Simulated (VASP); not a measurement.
NbC: single point with PBE+D4

NbC:

```
Nb C
1.0
     0.00000    2.25892    2.25892
     2.25892    0.00000    2.25892
     2.25892    2.25892    0.00000
Nb C
1 1
Direct
  0.00000 0.00000 0.00000
  0.50000 0.50000 0.50000
```

This cell differs from its parent crystal: volume scaled by 1.04.

- Program: VASP 6.6.1
- Task: single point
- Functional: PBE
- Dispersion: D4
- Potentials or basis: VASP PAW PBE potentials, release 64 (Nb_sv, C)
- Cutoff: 600 eV
- k mesh: 10 × 10 × 10
- Occupations: gaussian, width 0.05 eV
- Spin: no spin polarisation
- Dipole correction: no
- Further INCAR settings: ALGO = Normal; EDIFF = 1e-06; NBANDS = 16

```yaml
Pressure: -11.7 GPa
Dispersion_energy_per_atom: -0.324 eV
```

Levels at points of the mesh, in eV from the Fermi level:
```tsv
k point	band 5	band 6	band 7	band 8	band 9	band 10	band 11	band 12	band 13	band 14
(0.00, 0.00, 0.00)	-13.14	-1.12	-1.12	-1.12	-0.06	-0.06	-0.06	0.46	0.46	7.38
(0.50, 0.00, 0.00)	-9.65	-7.23	-4.82	-4.82	2.16	2.16	3.53	5.83	8.70	8.70
(0.50, 0.50, 0.00)	-11.77	-3.87	-3.71	-1.17	-1.17	2.01	3.19	3.19	6.23	9.69
```

It took 16 s on 1 thread of Intel(R) Xeon(R) 6975P-C (Granite Rapids) (shared host), peak memory 0.16 GiB.

Caveat: pairwise dispersion overbinds metals, which lowers pressure and volume.
